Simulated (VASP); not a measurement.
# TaGe3Ru (P6/mmm) in VASP: a series of runs, part 2 of 2

VASP 6.6.1. The steps go on from the part before.

## 4. Relaxation of cell and atoms, PBE

This run uses another cell than the first one, of 21.22 Å³/atom.

File INCAR:

```
SYSTEM = TaGe3Ru
ALGO     = Normal         ! electronic algorithm
EDIFF    = 1E-6           ! SCF threshold, eV
EDIFFG   = -0.04          ! ionic threshold
ENCUT    = 600            ! plane-wave cutoff, eV
GGA      = PE             ! functional
IBRION   = 2              ! ionic algorithm
ISIF     = 3              ! what is computed and relaxed
ISMEAR   = 0              ! smearing method
LASPH    = .True.         ! aspherical terms in the spheres
LCHARG   = .False.        ! write CHGCAR
LREAL    = .False.        ! projectors in reciprocal space
LWAVE    = .False.        ! write WAVECAR
NELM     = 60             ! most SCF steps
NSW      = 90             ! ionic steps
PREC     = Accurate       ! precision mode
SIGMA    = 0.1            ! smearing width, eV
```

File KPOINTS:

```
k-points
0
Gamma
  6 6 4
  0 0 0
```

File POSCAR:

```
TaGe3Ru
1.0
    4.9737076900      0.0000000000      0.0000000000
   -2.4868538500      4.3073572100      0.0000000000
    0.0000000000      0.0000000000      4.9535359500
Ta Ge Ru
1 3 1
Direct
    0.0000000000      0.0000000000      0.5000000000
    0.5000000000      0.0000000000      0.0000000000
    0.0000000000      0.5000000000      0.0000000000
    0.5000000000      0.5000000000      0.0000000000
    0.0000000000      0.0000000000      0.0000000000
```

Potentials or basis: VASP PAW PBE potentials, release 64 (Ta_pv, Ge_d, Ru_pv).

Command:

```sh
$ cat potpaw_PBE.64/Ta_pv/POTCAR potpaw_PBE.64/Ge_d/POTCAR potpaw_PBE.64/Ru_pv/POTCAR > POTCAR
$ mpirun -np 1 vasp_std > vasp.out
```

OUTCAR:

```text
SYSTEM = TaGe3Ru
   EDIFF = 1E-6
   EDIFFG = -0.04
   ENCUT = 600
   GGA = PE
   IBRION = 2
   ISIF = 3
   ISMEAR = 0
   LASPH = .True.
   LREAL = .False.
   NELM = 60
   NSW = 90
   PREC = Accurate

 ion  position               nearest neighbor table
   1  0.000  0.000  0.500-   5 2.48   5 2.48
   2  0.500  0.000  0.000-   3 2.49   3 2.49   5 2.49   5 2.49   4 2.49   4 2.49
   3  0.000  0.500  0.000-   2 2.49   2 2.49   4 2.49   4 2.49   5 2.49   5 2.49
   4  0.500  0.500  0.000-   5 2.49   5 2.49   3 2.49   3 2.49   2 2.49   2 2.49
   5  0.000  0.000  0.000-   1 2.48   1 2.48   4 2.49   4 2.49   2 2.49   2 2.49   3 2.49   3 2.49

  LATTYP: Found a hexagonal cell.
 ALAT       =     4.9737076900
 C/A-ratio  =     0.9959443254

  Lattice vectors:

 A1 = (   4.9737076900,   0.0000000000,   0.0000000000)
 A2 = (  -2.4868538500,   4.3073572100,   0.0000000000)
 A3 = (   0.0000000000,   0.0000000000,   4.9535359500)

Analysis of symmetry for initial positions (statically):
=====================================================================
 Subroutine PRICEL returns:
 Original cell was already a primitive cell.

 Routine SETGRP: Setting up the symmetry group for a
 hexagonal supercell.

 Subroutine GETGRP returns: Found 24 space group operations
 (whereof 24 operations were pure point group operations)
 out of a pool of 24 trial point group operations.

The static configuration has the point symmetry D_6h.

Analysis of symmetry for dynamics (positions and initial velocities):
=====================================================================
 Subroutine PRICEL returns:
 Original cell was already a primitive cell.

 Routine SETGRP: Setting up the symmetry group for a
 hexagonal supercell.

 Subroutine GETGRP returns: Found 24 space group operations
 (whereof 24 operations were pure point group operations)
 out of a pool of 24 trial point group operations.

The dynamic configuration has the point symmetry D_6h.

[... 102 lines left out ...]
   EDIFFG = -.4E-01   stopping-criterion for IOM
   NSW    =     90    number of steps for IOM
   IBRION =      2    ionic relax: 0-MD 1-quasi-New 2-CG
   NFREE  =      1    steps in history (QN), initial steepest desc. (CG)
   ISIF   =      3    stress and relaxation
   ISYM   =      2    0-nonsym 1-usesym 2-fastsym
   POTIM  = 0.5000    time-step for ionic-motion
   TEBEG  =    0.0;   TEEND  =   0.0 temperature during run
   PSTRESS=    0.0 pullay stress
   NELECT =      67.0000    total number of electrons
   NUPDOWN=      -1.0000    fix difference up-down
   EMIN   =  10.00;   EMAX   =-10.00  energy-range for DOS
   EFERMI =   0.00;   METHOD = LEGACY
   ISMEAR =     0;   SIGMA  =   0.10  broadening in eV -4-tet -1-fermi 0-gaus
   EFERMI_NEDOS =   21; number of points for ismear=-14 and -15
   IALGO  =     38    algorithm
   IMIX   =      4    mixing-type and parameters
     AMIX     =   0.40;   BMIX     =  1.00
     AMIX_MAG =   1.60;   BMIX_MAG =  1.00
  volume/ion in A,a.u.               =      21.22       143.23
  Fermi-wavevector in a.u.,A,eV,Ry     =   1.404422  2.653973 26.836145  1.972401
  Thomas-Fermi vector in A             =   2.526985
   LORBIT       =      0    0 simple, 1 ext, 2 COOP (PROOUT), +10 PAW based schemes
   GGA     = PE    functional components
   LHFCALC =     F    Hartree Fock is set to
   AEXX    =    0.0000 exact exchange contribution
   IVDW    =     0    specifies the selected vdW correction
   LEPSILON=     F    determine dielectric tensor
   LRPA    =     F    only Hartree local field effects (RPA)
 conjugate gradient relaxation of ions
 non-spin polarized calculation
 Gauss-broadening in eV      SIGMA  =   0.10
  energy-cutoff  :      600.00
  volume of cell :      106.12
 maximum number of plane-waves:      3570
 NGX is ok and might be reduce to    40
   NGX = 19   NGY = 19   NGZ = 19

--------------------------------------- Ionic step        1  -------------------------------------------

 number of electron      67.0000021 magnetization

 Free energy of the ion-electron system (eV)
  ---------------------------------------------------
  ext. energy  EPLUGINS =         0.00000000
  ---------------------------------------------------
  free energy    TOTEN  =       -28.31238774 eV

  energy without entropy =      -28.28812470  energy(sigma->0) =      -28.30025622

------------------------ aborting loop because EDIFF is reached ----------------------------------------

  FORCE on cell =-STRESS in cart. coord.  units (eV):
  Direction    XX          YY          ZZ          XY          YZ          ZX
  --------------------------------------------------------------------------------------
  -------------------------------------------------------------------------------------
  Total       12.2271387     12.2271387     -0.4752909     -0.0000000      0.0000000      0.0000000
  in kB      184.5988342    184.5988342     -7.1756894     -0.0000002      0.0000000      0.0000000
  external PRESSURE =     120.6739930 kB  Pullay stress =       0.0000000 kB
[... 1963 lines left out ...]
--------------------------------------- Ionic step        5  -------------------------------------------

 number of electron      67.0000002 magnetization

 Free energy of the ion-electron system (eV)
  ---------------------------------------------------
  ext. energy  EPLUGINS =         0.00000000
  ---------------------------------------------------
  free energy    TOTEN  =       -29.19740064 eV

  energy without entropy =      -29.17199652  energy(sigma->0) =      -29.18469858

 E-fermi :   4.7408     XC(G=0): -10.1449

 val. band max:        4.7039390611   @ k =   0.3333  -0.0000   0.5000
 cond. band min:       4.7437754421   @ k =   0.1667   0.1667   0.5000
 fundamental gap:      0.0398363810
 Fermi energy:         4.7407953749
[... 933 lines left out ...]
  FREE ENERGIE OF THE ION-ELECTRON SYSTEM (eV)
  ---------------------------------------------------
  free  energy   TOTEN  =       -29.1974006427 eV

  energy  without entropy=      -29.1719965219  energy(sigma->0) =      -29.18469858

 reached required accuracy - stopping structural energy minimisation
```

Wall time 12 min (1 thread of Intel Xeon 8259CL, shared host); peak memory 0.32 GiB.

Results:

- Free energy: -29.1974 eV
- Relaxed volume: 23.89 Å³/atom
- Relaxed cell: a = 5.365 Å, b = 5.365 Å, c = 4.791 Å, α = 90.00°, β = 90.00°, γ = 120.00°
- Space group after relaxing (to 0.1 Å): P6/mmm (No. 191)
- Energy gained by relaxing: 177.0 meV/atom
- Ionic steps: 5
- Pressure after relaxing: 0.0 GPa
- Band gap on the k mesh: zero (an odd number of electrons rules out a gap without spin polarisation)

Step by step:
| step | energy change (eV) | largest force (eV/Å) | pressure (GPa) | volume (Å³) |
| --- | --- | --- | --- | --- |
| 1 | 0.0000 | 0.0000 | 12.07 | 106.12 |
| 2 | -0.6234 | 0.0000 | -6.11 | 132.03 |
| 3 | -0.8274 | 0.0000 | -1.77 | 122.12 |
| 4 | -0.8836 | 0.0000 | 0.42 | 119.01 |
| 5 | -0.8850 | 0.0000 | 0.02 | 119.45 |

Final structure:
```xyz
5
Lattice="5.3653 0.0000 0.0000 -2.6826 4.6465 0.0000 0.0000 0.0000 4.7915" Properties=species:S:1:pos:R:3 pbc="T T T"
Ta    0.0000    0.0000    2.3957
Ge    2.6826    0.0000    0.0000
Ge   -1.3413    2.3232    0.0000
Ge    1.3413    2.3232    0.0000
Ru    0.0000    0.0000    0.0000
```

Levels at points of the mesh, in eV from the Fermi level:
```csv
k point,band 32,band 33,band 34,band 35,band 36,band 37
"(0.00, 0.00, 0.00)",-1.17,-0.33,-0.33,0.49,0.49,0.69
"(0.50, 0.00, 0.00)",-0.15,0.31,0.57,0.69,0.80,1.41
"(0.00, 0.00, 0.50)",-0.81,-0.81,-0.28,-0.28,0.03,1.15
"(0.50, 0.00, 0.50)",-0.63,-0.58,-0.55,-0.23,0.29,0.30
```

Caveat: spin-orbit coupling is left out, which moves the levels of the heavy elements.

## 5. Single point, PBE

This run uses another cell than the first one, of 23.92 Å³/atom.

File INCAR:

```
SYSTEM = TaGe3Ru
PREC = Accurate ; ENCUT = 520
EDIFF = 1E-6 ; ISMEAR = 0
SIGMA = 0.1 ; LREAL = .False.
LASPH = .True. ; NELM = 100
ALGO = Normal ; ISIF = 2
LWAVE = .False. ; LCHARG = .True.
GGA = PE ; LELF = .True.
LVHAR = .True. ; NBANDS = 42
```

File KPOINTS:

```
regular mesh
0
Gamma
  12 12 8
  0 0 0
```

Edit POSCAR of step 4 so:

```diff
@@ -2,5 +2,5 @@
 1.0
-    4.9737076900      0.0000000000      0.0000000000
-   -2.4868538500      4.3073572100      0.0000000000
-    0.0000000000      0.0000000000      4.9535359500
+    5.4026872319      0.0000000000      0.0000000000
+   -2.7013436160      4.6788643915      0.0000000000
+    0.0000000000      0.0000000000      4.7314296042
 Ta Ge Ru
```

Command:

```sh
$ cat potpaw_PBE.64/Ta_pv/POTCAR potpaw_PBE.64/Ge_d/POTCAR potpaw_PBE.64/Ru_pv/POTCAR > POTCAR
$ mpirun -np 1 vasp_std > vasp.out
```

Wall time 11 min (1 thread of Intel Xeon 8259CL, shared host); peak memory 0.54 GiB.

It converged, with:

- Free energy: -29.1852 eV
- Pressure: 0.2 GPa
- Band gap on the k mesh: zero (an odd number of electrons rules out a gap without spin polarisation)

Stress tensor (GPa, compression positive):
```
0.05 0.00 0.00
0.00 0.05 0.00
0.00 0.00 0.37
```

Levels at points of the mesh, in eV from the Fermi level:
```tsv
k point	band 31	band 32	band 33	band 34	band 35	band 36	band 37	band 38
(0.00, 0.00, 0.00)	-2.30	-1.14	-0.39	-0.39	0.50	0.50	0.66	2.37
(0.50, 0.00, 0.00)	-0.24	-0.09	0.33	0.58	0.70	0.73	1.43	1.59
(0.00, 0.00, 0.50)	-1.89	-0.84	-0.84	-0.33	-0.33	0.03	1.13	1.13
(0.50, 0.00, 0.50)	-0.98	-0.71	-0.68	-0.56	-0.31	0.24	0.25	1.36
```

Caveat: spin-orbit coupling is left out, which moves the levels of the heavy elements.

## 6. The runs side by side

```csv
task,cell,k mesh,cutoff (eV),gap on the mesh (eV),pressure (GPa)
single point,"a = 5.360, b = 5.360, c = 4.779 Å, angles 90.0, 90.0, 120.0°, 5 atoms",6 × 6 × 4,520,none,0.4
single point,"a = 4.974, b = 4.974, c = 4.954 Å, angles 90.0, 90.0, 120.0°, 5 atoms",6 × 6 × 4,520,none,12.0
relaxation of cell and atoms,"relaxed from a = 4.974, b = 4.974, c = 4.954 Å, angles 90.0, 90.0, 120.0°, 5 atoms",6 × 6 × 4,600,none,0.0
single point,"a = 5.403, b = 5.403, c = 4.731 Å, angles 90.0, 90.0, 120.0°, 5 atoms",12 × 12 × 8,520,none,0.2
```

Alike in all rows: level PBE; potentials or basis VASP PAW PBE potentials, release 64 (Ta_pv, Ge_d, Ru_pv); no spin polarisation; smearing gaussian 0.1 eV.

Caveats: spin-orbit coupling is left out, which moves the levels of the heavy elements; the cell stands under pressure (at least some runs).

Total energies depend on the potentials used, so only differences within one code and one set of settings carry meaning.
